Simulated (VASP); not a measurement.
# Al3O4 (R-3m) in VASP: notebook

Runs on Al3O4. Level: PBE. Tasks: single point.

Everything below comes from runs of VASP 6.6.1. Logs are shortened: lines on timing, memory, paths and dates and some standing lists are left out, and cuts for length are marked.

## 1. The cell of the first run

The structure is trigonal, space group R-3m (No. 166). Conventional cell: a = 2.909 Å, b = 2.909 Å, c = 31.499 Å, α = 90.00°, β = 90.00°, γ = 120.00°. Al (site symmetry -3m) has 6 O at 2.22 Å and 6 Al at 2.91 Å within 3.0 Å. Within 2.4 Å of Al (site symmetry 3m) lie 6 O at 1.81 to 2.17 Å. O (site symmetry 3m) has 3 Al at 1.81 Å within 2.4 Å. O (site symmetry 3m) has 6 Al at 2.17 to 2.22 Å and 9 O at 2.65 to 2.91 Å within 3.0 Å.

## 2. Single point, PBE

INCAR

```
SYSTEM = Al3O4
PREC     = Accurate       ! precision mode
ENCUT    = 520            ! plane-wave cutoff, eV
EDIFF    = 1E-6           ! SCF threshold, eV
ISMEAR   = 0              ! smearing method
SIGMA    = 0.1            ! smearing width, eV
LREAL    = .False.        ! projectors in reciprocal space
LASPH    = .True.         ! aspherical terms in the spheres
NELM     = 80             ! most SCF steps
ALGO     = Normal         ! electronic algorithm
ISIF     = 2              ! what is computed and relaxed
LWAVE    = .False.        ! write WAVECAR
LCHARG   = .False.        ! write CHGCAR
GGA      = PE             ! functional
NBANDS   = 26             ! bands
```

KPOINTS

```
regular mesh
0
Gamma
  6 6 6
  0 0 0
```

POSCAR

```
Al3O4
1.0
    1.4543755733      0.8396841288     10.4997539840
   -1.4543755733      0.8396841288     10.4997539840
    0.0000000000     -1.6793682575     10.4997539840
Al O
3 4
Direct
    0.0000000000      0.0000000000      0.0000000000
    0.5768109137      0.5768109137      0.5768109137
    0.4231890863      0.4231890863      0.4231890863
    0.8888325652      0.8888325652      0.8888325652
    0.1111674348      0.1111674348      0.1111674348
    0.7129603176      0.7129603176      0.7129603176
    0.2870396824      0.2870396824      0.2870396824
```

Potentials or basis: VASP PAW PBE potentials, release 64 (Al, O).

On the command line:

```console
> cat potpaw_PBE.64/Al/POTCAR potpaw_PBE.64/O/POTCAR > POTCAR
> mpirun -np 1 vasp_std > vasp.out
```

OUTCAR:

```text
SYSTEM = Al3O4
   PREC = Accurate
   ENCUT = 520
   EDIFF = 1E-6
   ISMEAR = 0
   LREAL = .False.
   LASPH = .True.
   NELM = 80
   ISIF = 2
   GGA = PE

 ion  position               nearest neighbor table
   1  0.000  0.000  0.000-   6 2.22   6 2.22   7 2.22   7 2.22   6 2.22   7 2.22   3 3.29   2 3.29
                             3 3.29   2 3.29   3 3.29   2 3.29
   2  0.577  0.577  0.577-   4 1.81   4 1.81   4 1.81   7 2.17   7 2.17   7 2.17   1 3.29   1 3.29
                             1 3.29
   3  0.423  0.423  0.423-   5 1.81   5 1.81   5 1.81   6 2.17   6 2.17   6 2.17   1 3.29   1 3.29
                             1 3.29
   4  0.889  0.889  0.889-   2 1.81   2 1.81   2 1.81
   5  0.111  0.111  0.111-   3 1.81   3 1.81   3 1.81
   6  0.713  0.713  0.713-   3 2.17   3 2.17   3 2.17   1 2.22   1 2.22   1 2.22
   7  0.287  0.287  0.287-   2 2.17   2 2.17   2 2.17   1 2.22   1 2.22   1 2.22

  LATTYP: Found a trigonal (rhomboedric) cell.
 ALAT       =    10.6332079576
 COS(alpha) =     0.9625842441

  Lattice vectors:

 A1 = (   1.4543755733,   0.8396841288,  10.4997539840)
 A2 = (  -1.4543755733,   0.8396841288,  10.4997539840)
 A3 = (   0.0000000000,  -1.6793682575,  10.4997539840)

Analysis of symmetry for initial positions (statically):
=====================================================================
 Subroutine PRICEL returns:
 Original cell was already a primitive cell.

 Routine SETGRP: Setting up the symmetry group for a
 trigonal (rhombohedral) supercell.

 Subroutine GETGRP returns: Found 12 space group operations
 (whereof 12 operations were pure point group operations)
 out of a pool of 12 trial point group operations.

The static configuration has the point symmetry D_3d.

Analysis of symmetry for dynamics (positions and initial velocities):
=====================================================================
 Subroutine PRICEL returns:
 Original cell was already a primitive cell.

 Routine SETGRP: Setting up the symmetry group for a
 trigonal (rhombohedral) supercell.

 Subroutine GETGRP returns: Found 12 space group operations
 (whereof 12 operations were pure point group operations)
 out of a pool of 12 trial point group operations.

The dynamic configuration has the point symmetry D_3d.

 Subroutine INISYM returns: Found 12 space group operations
 (whereof 12 operations are pure point group operations),
 and found     1 'primitive' translations

----------------------------------------------------------------------------------------
[... 108 lines left out ...]
   NFREE  =      0    steps in history (QN), initial steepest desc. (CG)
   ISIF   =      2    stress and relaxation
   ISYM   =      2    0-nonsym 1-usesym 2-fastsym
   POTIM  = 0.5000    time-step for ionic-motion
   TEBEG  =    0.0;   TEEND  =   0.0 temperature during run
   PSTRESS=    0.0 pullay stress
   NELECT =      33.0000    total number of electrons
   NUPDOWN=      -1.0000    fix difference up-down
   EMIN   =  10.00;   EMAX   =-10.00  energy-range for DOS
   EFERMI =   0.00;   METHOD = LEGACY
   ISMEAR =     0;   SIGMA  =   0.10  broadening in eV -4-tet -1-fermi 0-gaus
   EFERMI_NEDOS =   21; number of points for ismear=-14 and -15
   IALGO  =     38    algorithm
   IMIX   =      4    mixing-type and parameters
     AMIX     =   0.40;   BMIX     =  1.00
     AMIX_MAG =   1.60;   BMIX_MAG =  1.00
  volume/ion in A,a.u.               =      10.99        74.17
  Fermi-wavevector in a.u.,A,eV,Ry     =   1.234635  2.333121 20.739675  1.524323
  Thomas-Fermi vector in A             =   2.369317
   LORBIT       =      0    0 simple, 1 ext, 2 COOP (PROOUT), +10 PAW based schemes
   GGA     = PE    functional components
   LHFCALC =     F    Hartree Fock is set to
   AEXX    =    0.0000 exact exchange contribution
   IVDW    =     0    specifies the selected vdW correction
   LEPSILON=     F    determine dielectric tensor
   LRPA    =     F    only Hartree local field effects (RPA)
 non-spin polarized calculation
 Gauss-broadening in eV      SIGMA  =   0.10
  energy-cutoff  :      520.00
  volume of cell :       76.93
 maximum number of plane-waves:      2115
   NGX = 39   NGY = 39   NGZ = 39

 number of electron      33.0000000 magnetization

 Free energy of the ion-electron system (eV)
  ---------------------------------------------------
  ext. energy  EPLUGINS =         0.00000000
  ---------------------------------------------------
  free energy    TOTEN  =       -47.23686399 eV

  energy without entropy =      -47.22991832  energy(sigma->0) =      -47.23339116

 E-fermi :   7.6467     XC(G=0): -10.2463

 val. band max:        7.5720518758   @ k =  -0.1667   0.1667   0.1667
 cond. band min:       8.0558327476   @ k =   0.5000  -0.0000  -0.0000
 fundamental gap:      0.4837808717
 Fermi energy:         7.6467175537

 k-point     1 :       0.0000    0.0000    0.0000
  band No.  band energies     occupation
      1     -14.7699      2.00000
      2     -14.5708      2.00000
      3     -13.1601      2.00000
      4     -12.9136      2.00000
      5      -2.6783      2.00000
      6      -0.2551      2.00000
[... 685 lines left out ...]
     25      15.6892      0.00000
     26      16.1570      0.00000

 [... further k-points ...]

------------------------ aborting loop because EDIFF is reached ----------------------------------------

  FORCE on cell =-STRESS in cart. coord.  units (eV):
  Direction    XX          YY          ZZ          XY          YZ          ZX
  --------------------------------------------------------------------------------------
  -------------------------------------------------------------------------------------
  Total        0.0120808      0.0120808      0.0320820      0.0000000      0.0000000      0.0000000
  in kB        0.2515839      0.2515839      0.6681128      0.0000000      0.0000000      0.0000000
  external PRESSURE =       0.3904269 kB  Pullay stress =       0.0000000 kB

 VOLUME and BASIS-vectors are now :
 -----------------------------------------------------------------------------
  energy-cutoff  :      520.00
  volume of cell :       76.93
      direct lattice vectors                 reciprocal lattice vectors
     1.454375573  0.839684129 10.499753984     0.343790152  0.198487337  0.031746776
    -1.454375573  0.839684129 10.499753984    -0.343790152  0.198487337  0.031746776
     0.000000000 -1.679368257 10.499753984     0.000000000 -0.396974674  0.031746776

 POSITION                                       TOTAL-FORCE (eV/Angst)
 -----------------------------------------------------------------------------------
      0.00000      0.00000      0.00000         0.000000     -0.000000     -0.000000
      0.00000      0.00000     18.16912         0.000000     -0.000000     -0.014422
      0.00000      0.00000     13.33014         0.000000      0.000000      0.014422
      0.00000      0.00000     27.99757         0.000000      0.000000      0.018183
      0.00000      0.00000      3.50169         0.000000     -0.000000     -0.018183
      0.00000      0.00000     22.45772         0.000000     -0.000000     -0.000566
      0.00000      0.00000      9.04154         0.000000      0.000000      0.000566
 -----------------------------------------------------------------------------------
    total drift:                               -0.000000     -0.000000     -0.000000

  FREE ENERGIE OF THE ION-ELECTRON SYSTEM (eV)
  ---------------------------------------------------
  free  energy   TOTEN  =       -47.2368639886 eV

  energy  without entropy=      -47.2299183231  energy(sigma->0) =      -47.23339116
```

OSZICAR:

```text
N       E                     dE             d eps       ncg     rms          rms(c)
DAV:   1     0.148974770985E+03    0.14897E+03   -0.15919E+04  1688   0.112E+03
DAV:   2    -0.424493439029E+02   -0.19142E+03   -0.18079E+03  2132   0.255E+02
DAV:   3    -0.532428306867E+02   -0.10793E+02   -0.10735E+02  2208   0.611E+01
DAV:   4    -0.533548559819E+02   -0.11203E+00   -0.11196E+00  2104   0.700E+00
DAV:   5    -0.533567518118E+02   -0.18958E-02   -0.18956E-02  2176   0.903E-01    0.146E+01
DAV:   6    -0.472846273542E+02    0.60721E+01   -0.20338E+01  2012   0.288E+01    0.514E+00
DAV:   7    -0.472662752006E+02    0.18352E-01   -0.85212E-01  2064   0.601E+00    0.281E+00
DAV:   8    -0.472371060648E+02    0.29169E-01   -0.77120E-02  2136   0.205E+00    0.116E+00
DAV:   9    -0.472359488163E+02    0.11572E-02   -0.20443E-02  2158   0.129E+00    0.206E-01
DAV:  10    -0.472369378232E+02   -0.98901E-03   -0.81255E-03  1918   0.659E-01    0.169E-01
DAV:  11    -0.472367699009E+02    0.16792E-03   -0.67567E-04  2156   0.305E-01    0.847E-02
DAV:  12    -0.472368630491E+02   -0.93148E-04   -0.48466E-04  1838   0.188E-01    0.240E-02
DAV:  13    -0.472368643360E+02   -0.12869E-05   -0.58577E-05  1868   0.624E-02    0.746E-03
DAV:  14    -0.472368639886E+02    0.34740E-06   -0.88500E-06  2004   0.220E-02
   1 F= -.47236864E+02 E0= -.47233391E+02  d E =-.694567E-02
```

Wall time 7.4 min (1 thread of Intel Xeon Platinum 8488C (Sapphire Rapids), shared host); peak memory 0.87 GiB.

Results:

| Item | Value |
| --- | --- |
| Free energy | -47.2369 eV |
| Pressure | 0.0 GPa |
| Largest force | 0.018 eV/Å |
| Band gap on the k mesh | zero (an odd number of electrons rules out a gap without spin polarisation) |

Forces in eV/Å, atoms in the order of the input:
```
Al   0.000  0.000  0.000
Al   0.000  0.000 -0.014
Al   0.000  0.000  0.014
O    0.000  0.000  0.018
O    0.000  0.000 -0.018
O    0.000  0.000 -0.001
O    0.000  0.000  0.001
```

Caveat: the k points lie up to 0.42 Å⁻¹ apart, too coarse for converged energies and pressures of a metal; an odd number of electrons without spin polarisation forces a metal; a magnetic or distorted state may lie lower.

## 3. Single point, PBE, collinear spin, ferromagnetic start

This run uses another cell than the first one, of 11.31 Å³/atom.

INCAR

```
SYSTEM = Al3O4
ALGO = Normal ; EDIFF = 1E-6
ENCUT = 520 ; GGA = PE
ISIF = 2 ; ISMEAR = 0
ISPIN = 2 ; LASPH = .True.
LCHARG = .False. ; LORBIT = 11
LREAL = .False. ; LWAVE = .False.
MAGMOM = 0 0 0 1 1 1 1 ; NBANDS = 30
NELM = 150 ; PREC = Accurate
SIGMA = 0.1
```

KPOINTS

```
k-points
0
Gamma
  6 6 6
  0 0 0
```

POSCAR

```
Al3O4
1.0
    1.5726846141      0.9079898853      9.2439204669
   -1.5726846141      0.9079898853      9.2439204669
    0.0000000000     -1.8159797705      9.2439204669
Al O
3 4
Direct
    0.0000000000      0.0000000000      0.0000000000
    0.5714000000      0.5714000000      0.5714000000
    0.4286000000      0.4286000000      0.4286000000
    0.8571000000      0.8571000000      0.8571000000
    0.1429000000      0.1429000000      0.1429000000
    0.7143000000      0.7143000000      0.7143000000
    0.2857000000      0.2857000000      0.2857000000
```

Potentials or basis: VASP PAW PBE potentials, release 64 (Al, O).

On the command line:

```console
> cat potpaw_PBE.64/Al/POTCAR potpaw_PBE.64/O/POTCAR > POTCAR
> mpirun -np 1 vasp_std > vasp.out
```

Wall time 15 min (1 thread of Intel Xeon Platinum 8488C (Sapphire Rapids), shared host); peak memory 0.93 GiB.

It converged, with:

- Free energy: -39.8139 eV
- Pressure: -18.1 GPa
- Largest force: 7.871 eV/Å
- Net moment: 0.00 μB per cell
- Valence electrons inside the program's atomic spheres: Al 0.65, 0.59 (each value once); O 4.81, 4.96 (each value once)

Forces on the atoms (eV/Å):
```
Al   0.000  0.000  0.000
Al   0.000  0.000 -5.774
Al   0.000  0.000  5.774
O    0.000  0.000  7.871
O    0.000  0.000 -7.871
O    0.000  0.000 -0.693
O    0.000  0.000  0.693
```

Stress tensor (GPa, compression positive):
```
-14.81   0.00   0.00
  0.00 -14.81   0.00
  0.00   0.00 -24.76
```

Levels at points of the mesh, in eV from the Fermi level:
Spin up:
| k point | band 15 | band 16 | band 17 | band 18 | band 19 | band 20 |
| --- | --- | --- | --- | --- | --- | --- |
| (0.00, 0.00, 0.00) | -1.66 | -0.42 | -0.42 | -0.15 | 2.40 | 4.37 |
| (0.50, 0.00, 0.00) | -1.58 | -0.46 | -0.05 | 0.72 | 3.17 | 3.33 |
| (0.50, 0.50, 0.00) | -1.85 | -0.45 | -0.05 | 1.20 | 2.65 | 3.14 |
| (0.50, 0.50, 0.50) | -1.02 | -0.62 | -0.42 | -0.42 | 2.70 | 3.59 |
Spin down:
| k point | band 15 | band 16 | band 17 | band 18 | band 19 | band 20 |
| --- | --- | --- | --- | --- | --- | --- |
| (0.00, 0.00, 0.00) | -1.66 | -0.42 | -0.42 | -0.15 | 2.40 | 4.37 |
| (0.50, 0.00, 0.00) | -1.58 | -0.46 | -0.05 | 0.72 | 3.17 | 3.33 |
| (0.50, 0.50, 0.00) | -1.85 | -0.45 | -0.05 | 1.20 | 2.65 | 3.14 |
| (0.50, 0.50, 0.50) | -1.02 | -0.62 | -0.42 | -0.42 | 2.70 | 3.59 |

Caveat: the k points lie up to 0.39 Å⁻¹ apart; forces of over 1 eV/Å act on the atoms, so gaps and moduli don't describe the material at rest.

The gap in the log of VASP goes by the Fermi energy; the results here count the filled bands.